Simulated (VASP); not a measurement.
**Te6Mo3H (a cell with a defect): single point with PBEsol+D3(BJ)**

Te6Mo3H (a cell with a defect):

```xyz
10
Lattice="3.4334 0.0000 0.0000 -1.7167 2.9734 0.0000 0.0000 0.0000 20.7704" Properties=species:S:1:pos:R:3 pbc="T T T"
Te    0.0000    0.0000   18.9546
Te    0.0000    1.9823   12.2916
Te    0.0000    1.9823    4.8459
Te    0.0000    1.9823   15.9246
Te    0.0000    1.9823    8.4789
Te    0.0000    0.0000    1.8158
Mo    0.0000    0.0000   14.1063
Mo    0.0000    0.0000    6.6642
Mo    0.0000    1.9823    0.0000
H    -0.2778   -1.8123   17.3574
```

| Property | Result |
| --- | --- |
| Program | VASP 6.6.1 |
| Task | single point |
| Functional | PBEsol |
| Dispersion | D3(BJ) |
| Potentials or basis | VASP PAW PBE potentials, release 64 (Te, Mo_sv, H) |
| Cutoff | 400 eV |
| k mesh | 9 × 9 × 2 |
| Occupations | gaussian, width 0.05 eV |
| Spin | no spin polarisation |
| Dipole correction | no |
| Further INCAR settings | ALGO = Normal; EDIFF = 1e-06; NBANDS = 50 |

```yaml
Pressure: 0.0 GPa
Largest_force: 0.196 eV/Å
Band_gap_on_the_k_mesh: zero (an odd number of electrons rules out a gap without spin polarisation)
Dispersion_energy_per_atom: -0.507 eV
```

Forces in eV/Å, atoms in the order of the input:
```
Te   0.025 -0.014  0.194
Te  -0.019  0.011 -0.161
Te   0.001  0.000 -0.051
Te   0.102 -0.060 -0.141
Te   0.000  0.000  0.048
Te  -0.002  0.002  0.120
Mo  -0.079  0.048  0.085
Mo   0.003 -0.002 -0.001
Mo  -0.084  0.050 -0.093
H    0.053 -0.035 -0.001
```

Stress tensor (GPa, compression positive):
```
-0.48  0.32 -0.03
 0.32 -0.12  0.02
-0.03  0.02  0.73
```

Levels at points of the mesh, in eV from the Fermi level:
| k point | band 36 | band 37 | band 38 | band 39 | band 40 | band 41 | band 42 | band 43 | band 44 | band 45 |
| --- | --- | --- | --- | --- | --- | --- | --- | --- | --- | --- |
| (0.00, 0.00, 0.00) | -1.11 | -0.87 | -0.27 | -0.04 | 2.27 | 2.75 | 2.82 | 2.92 | 2.98 | 3.06 |
| (0.00, 0.00, 0.50) | -1.11 | -0.81 | -0.27 | -0.04 | 2.27 | 2.75 | 2.82 | 2.94 | 2.99 | 3.01 |

Run time: 6.6 min on 1 thread of AMD EPYC 9R45 96-Core Processor (Zen 5), with other jobs on the host, peak memory 0.56 GiB.

Caveat: the PAW data sets were made with another functional, which shifts forces and pressure a little; spin-orbit coupling is left out, which moves the levels of the heavy elements.
